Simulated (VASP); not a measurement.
# NiO in VASP: a series of runs

The runs below take NiO through single point, relaxation of cell and atoms, with PBE+U.

Everything below comes from runs of VASP 6.6.1. Logs are shortened: lines on timing, memory, paths and dates and some standing lists are left out, and cuts for length are marked.

## (1) The cell of the first run

The typed cell holds 4 atoms: a = 5.177 Å, b = 5.177 Å, c = 5.177 Å, α = 33.62°, β = 33.62°, γ = 33.62°.

## (2) Single point, PBE+U, collinear spin, antiferromagnetic start

INCAR reads:

```
SYSTEM = NiO
PREC = Accurate
ENCUT = 520
EDIFF = 1E-6
ISMEAR = 0
SIGMA = 0.01
LREAL = .False.
LASPH = .True.
NELM = 150
ALGO = Normal
ISIF = 2
LWAVE = .False.
LCHARG = .True.
ISPIN = 2
MAGMOM = 2 -2 0 0
LORBIT = 11
LMAXMIX = 4
LDAU = .True.
LDAUTYPE = 2
LDAUL = 2 -1
LDAUU = 4 0
LDAUJ = 0 0
LDAUPRINT = 1
GGA = PE
LELF = .True.
LVHAR = .True.
NBANDS = 28
```

KPOINTS reads:

```
Automatic mesh
0
Gamma
  6 6 6
  0 0 0
```

POSCAR reads:

```
NiO
1.0
    2.1116078139      2.1116078139      4.2287262903
    4.2287262903      2.1116078139      2.1116078139
    2.1116078139      4.2287262903      2.1116078139
Ni O
2 2
Direct
    0.0000000000      0.0000000000      0.0000000000
    0.5000000000      0.5000000000      0.5000000000
    0.2500000000      0.2500000000      0.2500000000
    0.7500000000      0.7500000000      0.7500000000
```

Potentials or basis: VASP PAW PBE potentials, release 64 (Ni, O).

Launch:

```console
> cat potpaw_PBE.64/Ni/POTCAR potpaw_PBE.64/O/POTCAR > POTCAR
> mpirun -np 1 vasp_std > vasp.out
```

OUTCAR:

```text
SYSTEM = NiO
   PREC = Accurate
   ENCUT = 520
   EDIFF = 1E-6
   ISMEAR = 0
   LREAL = .False.
   LASPH = .True.
   NELM = 150
   ISIF = 2
   ISPIN = 2
   LORBIT = 11
   GGA = PE

 ion  position               nearest neighbor table
   1  0.000  0.000  0.000-   4 2.12   4 2.12   3 2.12   3 2.12   4 2.12   3 2.12   2 2.99   2 2.99
                             2 2.99   2 2.99   2 2.99   2 2.99
   2  0.500  0.500  0.500-   3 2.12   3 2.12   4 2.12   4 2.12   3 2.12   4 2.12   1 2.99   1 2.99
                             1 2.99   1 2.99   1 2.99   1 2.99
   3  0.250  0.250  0.250-   1 2.12   1 2.12   2 2.12   2 2.12   1 2.12   2 2.12
   4  0.750  0.750  0.750-   2 2.12   2 2.12   1 2.12   1 2.12   2 2.12   1 2.12

  LATTYP: Found a trigonal (rhomboedric) cell.
 ALAT       =     5.1768620957
 COS(alpha) =     0.8327534637

  Lattice vectors:

 A1 = (   2.1116078139,   2.1116078139,   4.2287262903)
 A2 = (   4.2287262903,   2.1116078139,   2.1116078139)
 A3 = (   2.1116078139,   4.2287262903,   2.1116078139)

Analysis of symmetry for initial positions (statically):
=====================================================================
 Subroutine PRICEL returns following result:

  LATTYP: Found a trigonal (rhomboedric) cell.
 ALAT       =     2.9901623051
 COS(alpha) =     0.4986964271
[... 12 lines left out ...]
 Subroutine GETGRP returns: Found 12 space group operations
 (whereof 12 operations were pure point group operations)
 out of a pool of 12 trial point group operations.

The static configuration has the point symmetry D_3d.

Analysis of symmetry for dynamics (positions and initial velocities):
=====================================================================
 Subroutine PRICEL returns following result:

  LATTYP: Found a trigonal (rhomboedric) cell.
 ALAT       =     2.9901623051
 COS(alpha) =     0.4986964271
[... 12 lines left out ...]
 Subroutine GETGRP returns: Found 12 space group operations
 (whereof 12 operations were pure point group operations)
 out of a pool of 12 trial point group operations.

The dynamic configuration has the point symmetry D_3d.

Analysis of structural, dynamic, and magnetic symmetry:
=====================================================================
 Subroutine PRICEL returns following result:

  LATTYP: Found a trigonal (rhomboedric) cell.
 ALAT       =     2.9901623051
 COS(alpha) =     0.4986964271
[... 12 lines left out ...]
 Subroutine GETGRP returns: Found 12 space group operations
 (whereof 12 operations were pure point group operations)
 out of a pool of 12 trial point group operations.

The overall configuration has the point symmetry D_3d.

 Subroutine INISYM returns: Found 12 space group operations
 (whereof 12 operations are pure point group operations),
 and found     2 'primitive' translations

----------------------------------------------------------------------------------------

                                     Primitive cell

  volume of cell :      18.9416

  direct lattice vectors                    reciprocal lattice vectors
     2.114363145 -0.002755331  2.114363145     0.236324044 -0.236016078  0.236324044
     2.114363145  2.114363145 -0.002755331     0.236324044  0.236324044 -0.236016078
    -0.002755331  2.114363145  2.114363145    -0.236016078  0.236324044  0.236324044

  length of vectors
     2.990162305  2.990162305  2.990162305     0.409147524  0.409147524  0.409147524

  position of ions in fractional coordinates (direct lattice)
     0.000000000  0.000000000  0.000000000
     0.500000000  0.500000000  0.500000000

  ion indices of the primitive-cell ions
   primitive index   ion index
[... 142 lines left out ...]
  o =  0.1838  v =  0.0000  0.0000  0.0000  0.0000  0.0000 -0.0000 -0.0001 -0.0417  0.0001 -0.9991      0.0000  0.0000  0.0000  0.0000  0.0000  0.0000  0.0000  0.0000  0.0000  0.0000
  o =  0.9729  v =  0.0000  0.0000  0.0000  0.0000  0.0000 -0.3147 -0.4951  0.0000  0.8098  0.0001      0.0000  0.0000  0.0000  0.0000  0.0000  0.0000  0.0000  0.0000  0.0000  0.0000
  o =  0.9729  v =  0.0000  0.0000  0.0000  0.0000  0.0000  0.7534 -0.6493 -0.0001 -0.1041  0.0000      0.0000  0.0000  0.0000  0.0000  0.0000  0.0000  0.0000  0.0000  0.0000  0.0000
  o =  0.9730  v =  0.0000  0.0000  0.0000  0.0000  0.0000 -0.5774 -0.5774  0.0000 -0.5774  0.0000      0.0000  0.0000  0.0000  0.0000  0.0000  0.0000  0.0000  0.0000  0.0000  0.0000
  o =  0.9757  v =  0.5774  0.5774 -0.0000  0.5774  0.0000  0.0000  0.0000  0.0000  0.0000  0.0000      0.0000  0.0000  0.0000  0.0000  0.0000  0.0000  0.0000  0.0000  0.0000  0.0000
  o =  0.9757  v = -0.0708 -0.6690  0.0000  0.7399  0.0003  0.0000  0.0000  0.0000  0.0000  0.0000      0.0000  0.0000  0.0000  0.0000  0.0000  0.0000  0.0000  0.0000  0.0000  0.0000
  o =  0.9757  v =  0.8134 -0.4681 -0.0003 -0.3454  0.0000  0.0000  0.0000  0.0000  0.0000  0.0000      0.0000  0.0000  0.0000  0.0000  0.0000  0.0000  0.0000  0.0000  0.0000  0.0000
  o =  1.0119  v =  0.0000  0.0002  0.0000 -0.0002  1.0000  0.0000  0.0000  0.0000  0.0000  0.0000      0.0000  0.0000  0.0000  0.0000  0.0000  0.0000  0.0000  0.0000  0.0000  0.0000
  o =  1.0119  v =  0.0002 -0.0001  1.0000 -0.0001 -0.0000  0.0000  0.0000  0.0000  0.0000  0.0000      0.0000  0.0000  0.0000  0.0000  0.0000  0.0000  0.0000  0.0000  0.0000  0.0000

atom =   2  type =  1  l = 2

 onsite density matrix

spin component  1

  0.9729  0.0000 -0.0001  0.0000 -0.0000
  0.0000  0.9729  0.0000  0.0000 -0.0000
 -0.0001  0.0000  0.1838  0.0000  0.0000
  0.0000  0.0000  0.0000  0.9729  0.0000
 -0.0000 -0.0000  0.0000  0.0000  0.1838

spin component  2

  0.9757 -0.0000  0.0000 -0.0000 -0.0000
 -0.0000  0.9757 -0.0000 -0.0000  0.0000
  0.0000 -0.0000  1.0119 -0.0000  0.0000
 -0.0000 -0.0000 -0.0000  0.9757 -0.0000
 -0.0000  0.0000  0.0000 -0.0000  1.0119

 occupancies and eigenvectors

  o =  0.1838  v =  0.0000 -0.0001  0.2092  0.0001 -0.9779  0.0000  0.0000  0.0000  0.0000  0.0000      0.0000  0.0000  0.0000  0.0000  0.0000  0.0000  0.0000  0.0000  0.0000  0.0000
  o =  0.1838  v =  0.0001 -0.0000  0.9779 -0.0000  0.2092  0.0000  0.0000  0.0000  0.0000  0.0000      0.0000  0.0000  0.0000  0.0000  0.0000  0.0000  0.0000  0.0000  0.0000  0.0000
  o =  0.9729  v = -0.2039 -0.5827  0.0000  0.7867  0.0001  0.0000  0.0000  0.0000  0.0000  0.0000      0.0000  0.0000  0.0000  0.0000  0.0000  0.0000  0.0000  0.0000  0.0000  0.0000
  o =  0.9729  v =  0.7906 -0.5719 -0.0001 -0.2187  0.0000  0.0000  0.0000  0.0000  0.0000  0.0000      0.0000  0.0000  0.0000  0.0000  0.0000  0.0000  0.0000  0.0000  0.0000  0.0000
  o =  0.9730  v =  0.5774  0.5774 -0.0000  0.5774 -0.0000  0.0000  0.0000  0.0000  0.0000  0.0000      0.0000  0.0000  0.0000  0.0000  0.0000  0.0000  0.0000  0.0000  0.0000  0.0000
  o =  0.9757  v =  0.0000  0.0000  0.0000  0.0000  0.0000  0.5774  0.5774  0.0000  0.5774 -0.0000      0.0000  0.0000  0.0000  0.0000  0.0000  0.0000  0.0000  0.0000  0.0000  0.0000
  o =  0.9757  v =  0.0000  0.0000  0.0000  0.0000  0.0000  0.2562 -0.7995 -0.0001  0.5433  0.0003      0.0000  0.0000  0.0000  0.0000  0.0000  0.0000  0.0000  0.0000  0.0000  0.0000
  o =  0.9757  v =  0.0000  0.0000  0.0000  0.0000  0.0000  0.7753 -0.1657 -0.0003 -0.6095 -0.0001      0.0000  0.0000  0.0000  0.0000  0.0000  0.0000  0.0000  0.0000  0.0000  0.0000
  o =  1.0119  v =  0.0000  0.0000  0.0000  0.0000  0.0000  0.0000  0.0002  0.0000 -0.0002  1.0000      0.0000  0.0000  0.0000  0.0000  0.0000  0.0000  0.0000  0.0000  0.0000  0.0000
  o =  1.0119  v =  0.0000  0.0000  0.0000  0.0000  0.0000  0.0002 -0.0001  1.0000 -0.0001 -0.0000      0.0000  0.0000  0.0000  0.0000  0.0000  0.0000  0.0000  0.0000  0.0000  0.0000

 number of electron      32.0000001 magnetization      -0.0000000

 Free energy of the ion-electron system (eV)
  ---------------------------------------------------
  ext. energy  EPLUGINS =         0.00000000
  ---------------------------------------------------
  free energy    TOTEN  =       -21.25906479 eV

  energy without entropy =      -21.25906479  energy(sigma->0) =      -21.25906479

 E-fermi :   6.0627     XC(G=0): -12.4253

 val. band max:        5.9940810899   @ k =   0.5000   0.5000   0.5000
 cond. band min:       8.7496098729   @ k =   0.5000   0.3333   0.3333
 fundamental gap:      2.7555287830
 Fermi energy:         6.0627116779

 spin component 1

 k-point     1 :       0.0000    0.0000    0.0000
  band No.  band energies     occupation
      1     -12.2565      1.00000
      2     -10.9308      1.00000
      3      -0.5867      1.00000
      4       0.8200      1.00000
      5       0.8201      1.00000
      6       2.8184      1.00000
[... 1481 lines left out ...]
     27      24.3627      0.00000
     28      27.4041      0.00000

 [... further k-points ...]

------------------------ aborting loop because EDIFF is reached ----------------------------------------

  FORCE on cell =-STRESS in cart. coord.  units (eV):
  Direction    XX          YY          ZZ          XY          YZ          ZX
  --------------------------------------------------------------------------------------
  -------------------------------------------------------------------------------------
  Total       -1.1931434     -1.1931434     -1.1931434      0.0038283      0.0038283      0.0038283
  in kB      -50.4610614    -50.4610614    -50.4610614      0.1619105      0.1619105      0.1619105
  external PRESSURE =     -50.4610614 kB  Pullay stress =       0.0000000 kB

 VOLUME and BASIS-vectors are now :
 -----------------------------------------------------------------------------
  energy-cutoff  :      520.00
  volume of cell :       37.88
      direct lattice vectors                 reciprocal lattice vectors
     2.111607814  2.111607814  4.228726290    -0.118008039 -0.118008039  0.354332083
     4.228726290  2.111607814  2.111607814     0.354332083 -0.118008039 -0.118008039
     2.111607814  4.228726290  2.111607814    -0.118008039  0.354332083 -0.118008039

 POSITION                                       TOTAL-FORCE (eV/Angst)
 -----------------------------------------------------------------------------------
      0.00000      0.00000      0.00000         0.000000      0.000000      0.000000
      4.22597      4.22597      4.22597         0.000000      0.000000     -0.000000
      2.11299      2.11299      2.11299        -0.000000     -0.000000      0.000000
      6.33896      6.33896      6.33896         0.000000     -0.000000     -0.000000
 -----------------------------------------------------------------------------------
    total drift:                               -0.000000     -0.000000      0.000000

  FREE ENERGIE OF THE ION-ELECTRON SYSTEM (eV)
  ---------------------------------------------------
  free  energy   TOTEN  =       -21.2590647926 eV

  energy  without entropy=      -21.2590647926  energy(sigma->0) =      -21.25906479

 total charge

# of ion       s       p       d       tot
------------------------------------------
    1        0.326   0.387   8.213   8.926
    2        0.326   0.387   8.213   8.926
    3        1.553   3.436   0.000   4.989
    4        1.553   3.436   0.000   4.989
--------------------------------------------------
tot          3.759   7.645  16.426  27.829

 magnetization (x)

# of ion       s       p       d       tot
------------------------------------------
    1       -0.004  -0.008   1.664   1.652
    2        0.004   0.008  -1.664  -1.652
    3        0.000   0.000   0.000   0.000
    4        0.000   0.000   0.000   0.000
--------------------------------------------------
tot          0.000   0.000   0.000   0.000
```

It took 3.4 min on 1 thread of Intel Xeon Platinum 8488C (Sapphire Rapids), shared host; peak memory 0.3 GiB.

What came out:

| Item | Value |
| --- | --- |
| Free energy | -21.2591 eV |
| Pressure | -5.0 GPa |
| Band gap on the k mesh | 2.76 eV |
| Net moment | 0.00 μB per cell |
| Site moments | Ni +1.65, -1.65; O +0.00 μB |
| Valence electrons inside the program's atomic spheres | Ni 8.93; O 4.99 |

Levels at points of the mesh, in eV from the valence-band top:
Spin up:
```
           k point  band 12  band 13  band 14  band 15  band 16  band 17  band 18  band 19  band 20  band 21
(0.00, 0.00, 0.00)    -1.02    -1.02    -1.01    -0.79    -0.79     2.91     3.49     3.49     6.98    11.26
(0.50, 0.00, 0.00)    -1.75    -1.33    -1.18    -1.01    -0.51     3.32     3.32     8.67     8.92    10.92
(0.50, 0.50, 0.00)    -2.02    -1.79    -1.22    -0.66    -0.51     3.62     3.75     7.00     7.42    11.24
(0.50, 0.50, 0.50)    -1.41    -1.40    -1.40     0.00     0.00     3.28     3.28     5.60     5.73    13.11
```
Spin down:
| k point | band 12 | band 13 | band 14 | band 15 | band 16 | band 17 | band 18 | band 19 | band 20 | band 21 |
| --- | --- | --- | --- | --- | --- | --- | --- | --- | --- | --- |
| (0.00, 0.00, 0.00) | -1.02 | -1.02 | -1.01 | -0.79 | -0.79 | 2.91 | 3.49 | 3.49 | 6.98 | 11.26 |
| (0.50, 0.00, 0.00) | -1.75 | -1.33 | -1.18 | -1.01 | -0.51 | 3.32 | 3.32 | 8.67 | 8.92 | 10.92 |
| (0.50, 0.50, 0.00) | -2.02 | -1.79 | -1.22 | -0.66 | -0.51 | 3.62 | 3.75 | 7.00 | 7.42 | 11.24 |
| (0.50, 0.50, 0.50) | -1.41 | -1.40 | -1.40 | 0.00 | 0.00 | 3.28 | 3.28 | 5.60 | 5.73 | 13.11 |

Eigenvalues of the final occupation matrices:
```csv
site,spin,trace,eigenvalues
site 1 d,1,4.95,0.98 0.98 0.98 1.01 1.01
site 1 d,2,3.29,0.18 0.18 0.97 0.97 0.97
site 2 d,1,3.29,0.18 0.18 0.97 0.97 0.97
site 2 d,2,4.95,0.98 0.98 0.98 1.01 1.01
```

A k mesh can miss the band edges. The state reached can hang on the start; a lower one may exist.

## (3) Relaxation of cell and atoms, PBE+U, collinear spin, antiferromagnetic start

This run uses another cell than the first one, of 9.11 Å³/atom, 0.962 times its volume.

INCAR reads:

```
SYSTEM = NiO
PREC = Accurate ; ENCUT = 600
EDIFF = 1E-7 ; ISMEAR = 0
SIGMA = 0.01 ; LREAL = .False.
LASPH = .True. ; NELM = 150
ALGO = Normal ; ISIF = 3
LWAVE = .False. ; LCHARG = .False.
ISPIN = 2 ; MAGMOM = 2 -2 0 0
LORBIT = 11 ; LMAXMIX = 4
LDAU = .True. ; LDAUTYPE = 2
LDAUL = 2 -1 ; LDAUU = 4 0
LDAUJ = 0 0 ; LDAUPRINT = 1
GGA = PE ; IBRION = 2
NSW = 80 ; EDIFFG = -0.003
```

KPOINTS reads:

```
regular mesh
0
Gamma
  6 6 6
  0 0 0
```

POSCAR reads:

```
NiO
1.0
    2.0885000000      2.0885000000      4.1770000000
    4.1770000000      2.0885000000      2.0885000000
    2.0885000000      4.1770000000      2.0885000000
Ni O
2 2
Direct
    0.0000000000      0.0000000000      0.0000000000
    0.5000000000      0.5000000000      0.5000000000
    0.2500000000      0.2500000000      0.2500000000
    0.7500000000      0.7500000000      0.7500000000
```

Potentials or basis: VASP PAW PBE potentials, release 64 (Ni, O).

Launch:

```console
> cat potpaw_PBE.64/Ni/POTCAR potpaw_PBE.64/O/POTCAR > POTCAR
> mpirun -np 1 vasp_std > vasp.out
```

It took 9.4 min on 1 thread of Intel Xeon Platinum 8488C (Sapphire Rapids), shared host; peak memory 0.34 GiB.

Results (log left out):

```
Free energy                                           : -21.2783 eV
Relaxed volume                                        : 9.19 Å³/atom
Relaxed cell                                          : a = 5.128 Å, b = 5.128 Å, c = 5.128 Å, α = 33.59°, β = 33.59°, γ = 33.59°
Space group after relaxing (to 0.05 Å)                : Fm-3m (No. 225)
Energy gained by relaxing                             : 0.4 meV/atom
Ionic steps                                           : 5
Pressure after relaxing                               : 0.0 GPa
Band gap on the k mesh                                : 2.79 eV
Net moment                                            : 0.00 μB per cell
Site moments                                          : Ni +1.64, -1.64; O +0.00 μB
Valence electrons inside the program's atomic spheres : Ni 8.98; O 5.00
```

Step by step:
```csv
step,energy change (eV),largest force (eV/Å),pressure (GPa),volume (Å³)
1,0.0000,0.0000,1.69,36.44
2,-0.0012,0.0000,-0.90,36.95
3,-0.0017,0.0000,0.06,36.77
4,-0.0017,0.0000,-0.07,36.78
5,-0.0018,0.0000,0.01,36.76
```

Final structure:
```yaml
crystal:
  lattice:
    - [2.09222, 2.09222, 4.18769]
    - [4.18769, 2.09222, 2.09222]
    - [2.09222, 4.18769, 2.09222]
  atoms:
    - { symbol: Ni, position: [0.00000, 0.00000, 0.00000] }
    - { symbol: Ni, position: [0.50000, 0.50000, 0.50000] }
    - { symbol: O, position: [0.25000, 0.25000, 0.25000] }
    - { symbol: O, position: [0.75000, 0.75000, 0.75000] }
```

Levels at points of the mesh, in eV from the valence-band top:
Spin up:
```
           k point  band 13  band 14  band 15  band 16  band 17  band 18  band 19  band 20
(0.00, 0.00, 0.00)    -1.12    -1.10    -0.82    -0.82     3.10     3.54     3.54     7.08
(0.50, 0.00, 0.00)    -1.32    -1.15    -0.99    -0.51     3.35     3.38     8.89     9.13
(0.50, 0.50, 0.00)    -1.76    -1.19    -0.68    -0.51     3.68     3.82     7.09     7.64
(0.50, 0.50, 0.50)    -1.45    -1.40     0.00     0.00     3.31     3.31     5.79     5.92
```
Spin down:
| k point | band 12 | band 13 | band 14 | band 15 | band 16 | band 17 | band 18 | band 19 | band 20 |
| --- | --- | --- | --- | --- | --- | --- | --- | --- | --- |
| (0.00, 0.00, 0.00) | -1.12 | -1.12 | -1.10 | -0.82 | -0.82 | 3.10 | 3.54 | 3.54 | 7.08 |
| (0.50, 0.00, 0.00) | -1.78 | -1.32 | -1.15 | -0.99 | -0.51 | 3.35 | 3.38 | 8.89 | 9.13 |
| (0.50, 0.50, 0.00) | -1.99 | -1.76 | -1.19 | -0.68 | -0.51 | 3.68 | 3.82 | 7.09 | 7.64 |
| (0.50, 0.50, 0.50) | -1.45 | -1.45 | -1.40 | 0.00 | 0.00 | 3.31 | 3.31 | 5.79 | 5.92 |

Eigenvalues of the final occupation matrices:
| site | spin | trace | eigenvalues |
| --- | --- | --- | --- |
| site 1 d | 1 | 4.96 | 0.98 0.98 0.98 1.02 1.02 |
| site 1 d | 2 | 3.30 | 0.19 0.19 0.97 0.97 0.97 |
| site 2 d | 1 | 3.30 | 0.19 0.19 0.97 0.97 0.97 |
| site 2 d | 2 | 4.96 | 0.98 0.98 0.98 1.02 1.02 |

A k mesh can miss the band edges. The state reached can hang on the start; a lower one may exist.
